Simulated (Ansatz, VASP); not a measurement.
SbO4 in VASP and in Ansatz

File INCAR:

```
PREC = Accurate
ENCUT = 520
EDIFF = 1E-7
ISMEAR = 0
SIGMA = 0.1
LREAL = False
LASPH = True
NELM = 80
ALGO = Normal
ISIF = 2
LWAVE = False
LCHARG = False
GGA = PE
NBANDS = 22
```

File KPOINTS:

```
Automatic mesh
0
Gamma
  6 6 4
```

POSCAR

```
SbO4
1.0
    3.9674280000      0.0000000000      0.0000000000
   -1.9837140000      3.4358934400      0.0000000000
    0.0000000000      0.0000000000      5.0600774100
Sb O
1 4
Direct
    0.0000000000      0.0000000000      0.0000000000
    0.3333333300      0.6666666700      0.6643883500
    0.3333333300      0.6666666700      0.3356116500
    0.6666666700      0.3333333300      0.3356116500
    0.6666666700      0.3333333300      0.6643883500
```

Input for Ansatz:

```yaml
crystal:
  lattice:
    - [3.967428, 0.0, 0.0]
    - [-1.983714, 3.43589344, 0.0]
    - [0.0, 0.0, 5.06007741]
  atoms:
    - { symbol: Sb, position: [0.0, 0.0, 0.0] }
    - { symbol: O, position: [0.33333333, 0.66666667, 0.66438835] }
    - { symbol: O, position: [0.33333333, 0.66666667, 0.33561165] }
    - { symbol: O, position: [0.66666667, 0.33333333, 0.33561165] }
    - { symbol: O, position: [0.66666667, 0.33333333, 0.66438835] }
basis:
  ecutwfc: 420
kpoints:
  mp_grid: { grid: [6, 6, 4] }
hamiltonian:
  xc: pbe
scf:
  occupations: { method: gaussian, width: 0.1 }
  lower_state_search: "off"
output:
  forces: true
  stress: true
  eigenvalues: true
```

Alike in both runs: task single point; functional PBE; k mesh 6 × 6 × 4; occupations gaussian, width 0.1 eV; no spin polarisation.

|  | VASP | Ansatz |
| --- | --- | --- |
| version | VASP 6.6.1 | Ansatz 0.2.0 |
| potentials or method | VASP PAW PBE potentials, release 64 (Sb, O), cutoff 520 eV | scalar-relativistic, plane waves, PAW |
| valence electrons in the cell | 29 | 39 |

Ansatz gave:

* gap on the k mesh at the Fermi level (eV): none
* pressure (GPa): -13.9
* traceless stress, the component that is largest in VASP (GPa): -33.51
* rms of the force components (eV/Å): 1.520

Task: Estimate VASP's values.

Result: gap on the k mesh at the Fermi level (eV): none; pressure (GPa): -14.2; traceless stress, the component that is largest in VASP (GPa): -33.18; rms of the force components (eV/Å): 1.490.

Atom by atom the forces differ by 0.030 eV/Å (rms over components). A gap of «none» marks a metal or a gap that the smearing closes. VASP's potentials hold 29 valence electrons a cell and Ansatz's 39, so a difference there can come from the potentials and not from the codes.

Neither program's run includes spin-orbit coupling.
